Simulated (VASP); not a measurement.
# CdF2 (Fm-3m) in VASP: a series of runs

CdF2 is run at these levels: LDA; tasks: single point.

Program: VASP 6.6.1. These are calculated values, not measurements. Logs are shortened: lines on timing, memory, paths and dates and some standing lists are left out, and cuts for length are marked.

## (1) The cell of the first run

The structure is cubic, space group Fm-3m (No. 225). Conventional cell: a = 5.388 Å, b = 5.388 Å, c = 5.388 Å, α = 90.00°, β = 90.00°, γ = 90.00°. Cd (site symmetry m-3m) has 8 F at 2.33 Å within 3.1 Å. F (site symmetry -43m) has 4 Cd at 2.33 Å and 6 F at 2.69 Å within 3.1 Å.

## (2) Single point, LDA

Contents of INCAR:

```
SYSTEM = CdF2
ALGO     = Normal         ! electronic algorithm
EDIFF    = 1E-7           ! SCF threshold, eV
ENCUT    = 520            ! plane-wave cutoff, eV
GGA      = CA             ! functional
ISIF     = 2              ! what is computed and relaxed
ISMEAR   = 0              ! smearing method
LASPH    = .TRUE.         ! aspherical terms in the spheres
LCHARG   = .FALSE.        ! write CHGCAR
LREAL    = .FALSE.        ! projectors in reciprocal space
LWAVE    = .FALSE.        ! write WAVECAR
NBANDS   = 20             ! bands
NELM     = 100            ! most SCF steps
PREC     = Accurate       ! precision mode
SIGMA    = 0.05           ! smearing width, eV
```

Contents of KPOINTS:

```
k-points
0
G
  8 8 8
  0 0 0
```

Contents of POSCAR:

```
CdF2
1.0
    0.0000000000      2.6940000000      2.6940000000
    2.6940000000      0.0000000000      2.6940000000
    2.6940000000      2.6940000000      0.0000000000
Cd F
1 2
Direct
    0.0000000000      0.0000000000      0.0000000000
    0.2500000000      0.2500000000      0.2500000000
    0.7500000000      0.7500000000      0.7500000000
```

Potentials or basis: VASP PAW LDA potentials, release 64 (Cd, F).

The run is started by

```
$ cat potpaw_LDA.64/Cd/POTCAR potpaw_LDA.64/F/POTCAR > POTCAR
$ mpirun -np 1 vasp_std > vasp.out
```

OUTCAR:

```text
SYSTEM = CdF2
   EDIFF = 1E-7
   ENCUT = 520
   GGA = CA
   ISIF = 2
   ISMEAR = 0
   LASPH = .TRUE.
   LREAL = .FALSE.
   NELM = 100
   PREC = Accurate

 ion  position               nearest neighbor table
   1  0.000  0.000  0.000-   3 2.33   3 2.33   3 2.33   2 2.33   3 2.33   2 2.33   2 2.33   2 2.33

   2  0.250  0.250  0.250-   1 2.33   1 2.33   1 2.33   1 2.33
   3  0.750  0.750  0.750-   1 2.33   1 2.33   1 2.33   1 2.33

  LATTYP: Found a face centered cubic cell.
 ALAT       =     5.3880000000

  Lattice vectors:

 A1 = (   0.0000000000,   2.6940000000,   2.6940000000)
 A2 = (   2.6940000000,   0.0000000000,   2.6940000000)
 A3 = (   2.6940000000,   2.6940000000,   0.0000000000)

Analysis of symmetry for initial positions (statically):
=====================================================================
 Subroutine PRICEL returns:
 Original cell was already a primitive cell.

 Routine SETGRP: Setting up the symmetry group for a
 face centered cubic supercell.

 Subroutine GETGRP returns: Found 48 space group operations
 (whereof 48 operations were pure point group operations)
 out of a pool of 48 trial point group operations.

The static configuration has the point symmetry O_h .

Analysis of symmetry for dynamics (positions and initial velocities):
=====================================================================
 Subroutine PRICEL returns:
 Original cell was already a primitive cell.

 Routine SETGRP: Setting up the symmetry group for a
 face centered cubic supercell.

 Subroutine GETGRP returns: Found 48 space group operations
 (whereof 48 operations were pure point group operations)
 out of a pool of 48 trial point group operations.

The dynamic configuration has the point symmetry O_h .

 Subroutine INISYM returns: Found 48 space group operations
 (whereof 48 operations are pure point group operations),
 and found     1 'primitive' translations

----------------------------------------------------------------------------------------

                                     Primitive cell

  volume of cell :      39.1041

  direct lattice vectors                    reciprocal lattice vectors
     0.000000000  2.694000000  2.694000000    -0.185597624  0.185597624  0.185597624
     2.694000000  0.000000000  2.694000000     0.185597624 -0.185597624  0.185597624
     2.694000000  2.694000000  0.000000000     0.185597624  0.185597624 -0.185597624

  length of vectors
     3.809891337  3.809891337  3.809891337     0.321464515  0.321464515  0.321464515

  position of ions in fractional coordinates (direct lattice)
     0.000000000  0.000000000  0.000000000
     0.250000000  0.250000000  0.250000000
     0.750000000  0.750000000  0.750000000

  ion indices of the primitive-cell ions
   primitive index   ion index
                 1           1
                 2           2
                 3           3

----------------------------------------------------------------------------------------

 KPOINTS: k-points

Automatic generation of k-mesh.
 Grid dimensions read from file:
 generate k-points for:    8    8    8

 Generating k-lattice:

  Cartesian coordinates                     Fractional coordinates (reciprocal lattice)
    -0.023199703  0.023199703  0.023199703     0.125000000  0.000000000  0.000000000
     0.023199703 -0.023199703  0.023199703     0.000000000  0.125000000  0.000000000
     0.023199703  0.023199703 -0.023199703     0.000000000  0.000000000  0.125000000

  Length of vectors
     0.040183064  0.040183064  0.040183064

  Shift w.r.t. Gamma in fractional coordinates (k-lattice)
     0.000000000  0.000000000  0.000000000

 Subroutine IBZKPT returns following result:
 ===========================================

 Found     29 irreducible k-points:

 Following reciprocal coordinates:
            Coordinates               Weight
  0.000000  0.000000  0.000000      1.000000
  0.125000  0.000000  0.000000      8.000000
  0.250000  0.000000  0.000000      8.000000
  0.375000  0.000000  0.000000      8.000000
  0.500000  0.000000  0.000000      4.000000
  0.125000  0.125000  0.000000      6.000000
[... 16 lines left out ...]
  0.500000  0.250000  0.125000     48.000000
 -0.375000  0.250000  0.125000     24.000000
 [... further k-points ...]
   k-points           NKPTS =     29   k-points in BZ     NKDIM =     29   number of bands    NBANDS=     20
   number of dos      NEDOS =    301   number of ions     NIONS =      3
   total plane-waves  NPLWV =  21952
   dimension x,y,z NGX =    28 NGY =   28 NGZ =   28
   dimension x,y,z NGXF=    56 NGYF=   56 NGZF=   56
   ions per type =               1   2
   NGX,Y,Z   is equivalent  to a cutoff of  12.22, 12.22, 12.22 a.u.
   NGXF,Y,Z  is equivalent  to a cutoff of  24.44, 24.44, 24.44 a.u.
 SYSTEM =  CdF2
   PREC   = accura    normal or accurate (medium, high low for compatibility)
   ISTART =      0    job   : 0-new  1-cont  2-samecut
   ICHARG =      2    charge: 1-file 2-atom 10-const
   ISPIN  =      1    spin polarized calculation?
   LNONCOLLINEAR =      F non collinear calculations
   LSORBIT =      F    spin-orbit coupling
   LASPH  =      T    aspherical Exc in radial PAW
   ENCUT  =  520.0 eV  38.22 Ry    6.18 a.u.   7.08  7.08  7.08*2*pi/ulx,y,z
   NELM   =    100;   NELMIN=  2; NELMDL= -5     # of ELM steps
   EDIFF  = 0.1E-06   stopping-criterion for ELM
   LREAL  =      F    real-space projection
   EDIFFG = 0.1E-05   stopping-criterion for IOM
   NSW    =      0    number of steps for IOM
   IBRION =     -1    ionic relax: 0-MD 1-quasi-New 2-CG
   NFREE  =      0    steps in history (QN), initial steepest desc. (CG)
   ISIF   =      2    stress and relaxation
   ISYM   =      2    0-nonsym 1-usesym 2-fastsym
   POTIM  = 0.5000    time-step for ionic-motion
   TEBEG  =    0.0;   TEEND  =   0.0 temperature during run
   PSTRESS=    0.0 pullay stress
   NELECT =      26.0000    total number of electrons
   NUPDOWN=      -1.0000    fix difference up-down
   EMIN   =  10.00;   EMAX   =-10.00  energy-range for DOS
   EFERMI =   0.00;   METHOD = LEGACY
   ISMEAR =     0;   SIGMA  =   0.05  broadening in eV -4-tet -1-fermi 0-gaus
   EFERMI_NEDOS =   21; number of points for ismear=-14 and -15
   IALGO  =     38    algorithm
   IMIX   =      4    mixing-type and parameters
     AMIX     =   0.40;   BMIX     =  1.00
     AMIX_MAG =   1.60;   BMIX_MAG =  1.00
  volume/ion in A,a.u.               =      13.03        87.96
  Fermi-wavevector in a.u.,A,eV,Ry     =   1.428867  2.700166 27.778468  2.041660
  Thomas-Fermi vector in A             =   2.548882
   LORBIT       =      0    0 simple, 1 ext, 2 COOP (PROOUT), +10 PAW based schemes
   GGA     = CA    functional components
   LHFCALC =     F    Hartree Fock is set to
   AEXX    =    0.0000 exact exchange contribution
   IVDW    =     0    specifies the selected vdW correction
   LEPSILON=     F    determine dielectric tensor
   LRPA    =     F    only Hartree local field effects (RPA)
 non-spin polarized calculation
 Gauss-broadening in eV      SIGMA  =   0.05
  energy-cutoff  :      520.00
  volume of cell :       39.10
 maximum number of plane-waves:      1067
   NGX = 15   NGY = 15   NGZ = 15

 number of electron      25.9999989 magnetization

 Free energy of the ion-electron system (eV)
  ---------------------------------------------------
  ext. energy  EPLUGINS =         0.00000000
  ---------------------------------------------------
  free energy    TOTEN  =       -12.71569467 eV

  energy without entropy =      -12.71569467  energy(sigma->0) =      -12.71569467

 E-fermi :  -1.3807     XC(G=0): -11.1271

 val. band max:       -1.6614933512   @ k =  -0.2500   0.5000   0.2500
 cond. band min:       1.1351669243   @ k =   0.0000   0.0000   0.0000
 fundamental gap:      2.7966602755
 Fermi energy:        -1.3806950536

 k-point     1 :       0.0000    0.0000    0.0000
  band No.  band energies     occupation
      1     -22.1083      2.00000
      2     -20.9264      2.00000
      3      -7.3035      2.00000
      4      -7.3035      2.00000
      5      -7.3035      2.00000
      6      -6.0228      2.00000
[... 12 lines left out ...]
     19      17.8700      0.00000
     20      17.8700      0.00000

 k-point     2 :       0.1250    0.0000    0.0000
  band No.  band energies     occupation
      1     -22.0549      2.00000
      2     -20.9732      2.00000
      3      -7.2424      2.00000
      4      -7.2424      2.00000
      5      -7.1316      2.00000
      6      -6.0425      2.00000
[... 12 lines left out ...]
     19      17.4641      0.00000
     20      17.4641      0.00000

 k-point     3 :       0.2500    0.0000    0.0000
  band No.  band energies     occupation
      1     -21.9110      2.00000
      2     -21.1021      2.00000
      3      -7.1009      2.00000
      4      -7.1009      2.00000
      5      -6.6692      2.00000
      6      -6.0596      2.00000
[... 12 lines left out ...]
     19      16.7901      0.00000
     20      17.4483      0.00000

 k-point     4 :       0.3750    0.0000    0.0000
  band No.  band energies     occupation
      1     -21.7125      2.00000
      2     -21.2813      2.00000
      3      -6.9835      2.00000
      4      -6.9835      2.00000
      5      -6.0844      2.00000
      6      -6.0058      2.00000
[... 12 lines left out ...]
     19      16.3079      0.00000
     20      17.0039      0.00000

 k-point     5 :       0.5000    0.0000    0.0000
  band No.  band energies     occupation
      1     -21.5333      2.00000
      2     -21.4517      2.00000
      3      -6.9476      2.00000
      4      -6.9476      2.00000
      5      -5.9505      2.00000
      6      -5.9505      2.00000
[... 12 lines left out ...]
     19      16.1350      0.00000
     20      16.6597      0.00000
[... 353 lines left out ...]
      6      -5.8999      2.00000
[... 12 lines left out ...]
     19      17.5058      0.00000
     20      19.3807      0.00000

 k-point    22 :       0.3750    0.2500    0.1250
  band No.  band energies     occupation
      1     -21.8099      2.00000
      2     -21.1823      2.00000
      3      -6.9627      2.00000
      4      -6.9138      2.00000
      5      -6.3831      2.00000
      6      -6.3210      2.00000
[... 12 lines left out ...]
     19      17.4261      0.00000
     20      19.8529      0.00000

 k-point    23 :       0.5000    0.2500    0.1250
  band No.  band energies     occupation
      1     -21.6498      2.00000
      2     -21.3204      2.00000
      3      -6.8715      2.00000
      4      -6.7551      2.00000
      5      -6.2873      2.00000
      6      -6.0276      2.00000
[... 12 lines left out ...]
     19      16.8770      0.00000
     20      19.8719      0.00000

 k-point    24 :      -0.3750    0.2500    0.1250
  band No.  band energies     occupation
      1     -21.5006      2.00000
      2     -21.4596      2.00000
      3      -6.8412      2.00000
      4      -6.7144      2.00000
      5      -6.0988      2.00000
      6      -6.0680      2.00000
[... 12 lines left out ...]
     19      16.6623      0.00000
     20      20.2397      0.00000

 [... further k-points ...]

------------------------ aborting loop because EDIFF is reached ----------------------------------------

  FORCE on cell =-STRESS in cart. coord.  units (eV):
  Direction    XX          YY          ZZ          XY          YZ          ZX
  --------------------------------------------------------------------------------------
  -------------------------------------------------------------------------------------
  Total       -1.1542845     -1.1542845     -1.1542845      0.0000000      0.0000000     -0.0000000
  in kB      -47.2934162    -47.2934162    -47.2934162      0.0000000      0.0000000     -0.0000000
  external PRESSURE =     -47.2934162 kB  Pullay stress =       0.0000000 kB

 VOLUME and BASIS-vectors are now :
 -----------------------------------------------------------------------------
  energy-cutoff  :      520.00
  volume of cell :       39.10
      direct lattice vectors                 reciprocal lattice vectors
     0.000000000  2.694000000  2.694000000    -0.185597624  0.185597624  0.185597624
     2.694000000  0.000000000  2.694000000     0.185597624 -0.185597624  0.185597624
     2.694000000  2.694000000  0.000000000     0.185597624  0.185597624 -0.185597624

 POSITION                                       TOTAL-FORCE (eV/Angst)
 -----------------------------------------------------------------------------------
      0.00000      0.00000      0.00000         0.000000     -0.000000      0.000000
      1.34700      1.34700      1.34700        -0.000000      0.000000      0.000000
      4.04100      4.04100      4.04100         0.000000     -0.000000     -0.000000
 -----------------------------------------------------------------------------------
    total drift:                                0.000000      0.000000      0.000000

  FREE ENERGIE OF THE ION-ELECTRON SYSTEM (eV)
  ---------------------------------------------------
  free  energy   TOTEN  =       -12.7156946672 eV

  energy  without entropy=      -12.7156946672  energy(sigma->0) =      -12.71569467
```

It took 16 s on 1 thread of AMD EPYC 9R14 (Zen 4), shared host; peak memory 0.12 GiB.

Results:

```
Free energy            : -12.7157 eV
Pressure               : -4.7 GPa
Band gap on the k mesh : 2.80 eV, indirect (least direct gap 3.28 eV)
```

## (3) Single point, LDA

Contents of INCAR:

```
SYSTEM = CdF2
ALGO     = Normal         ! electronic algorithm
EDIFF    = 1E-6           ! SCF threshold, eV
ENCUT    = 600            ! plane-wave cutoff, eV
GGA      = CA             ! functional
GGA_COMPAT= .FALSE.      
ISIF     = 2              ! what is computed and relaxed
ISMEAR   = 0              ! smearing method
LASPH    = .TRUE.         ! aspherical terms in the spheres
LCHARG   = .FALSE.        ! write CHGCAR
LREAL    = .FALSE.        ! projectors in reciprocal space
LWAVE    = .FALSE.        ! write WAVECAR
NBANDS   = 24             ! bands
NELM     = 120            ! most SCF steps
PREC     = Accurate       ! precision mode
SIGMA    = 0.05           ! smearing width, eV
```

KPOINTS is that of step 2.

POSCAR is that of step 2.

Potentials or basis: VASP PAW LDA potentials, release 64 (Cd_sv_GW, F).

The run is started by

```
$ cat potpaw_LDA.64/Cd_sv_GW/POTCAR potpaw_LDA.64/F/POTCAR > POTCAR
$ mpirun -np 1 vasp_std > vasp.out
```

Run time: 16 s. Hardware: 1 thread of AMD EPYC 9R45 (Zen 5), shared host; peak memory 0.15 GiB.

The run converged. Its results:

| Quantity | Value |
| --- | --- |
| Free energy | -12.7885 eV |
| Pressure | -6.3 GPa |
| Band gap on the k mesh | 2.81 eV, indirect (least direct gap 3.29 eV) |

Levels at points of the mesh, in eV from the valence-band top:
| k point | band 14 | band 15 | band 16 | band 17 | band 18 | band 19 | band 20 | band 21 |
| --- | --- | --- | --- | --- | --- | --- | --- | --- |
| (0.00, 0.00, 0.00) | -1.01 | -0.48 | -0.48 | -0.48 | 2.81 | 12.31 | 12.31 | 12.31 |
| (0.50, 0.00, 0.00) | -1.90 | -1.90 | -0.39 | -0.39 | 6.96 | 8.78 | 14.15 | 14.15 |
| (0.50, 0.50, 0.00) | -3.05 | -0.53 | -0.09 | -0.09 | 7.77 | 9.36 | 11.46 | 13.93 |

A k mesh can miss the band edges. As with any semilocal functional, this LDA gap is likely too small.
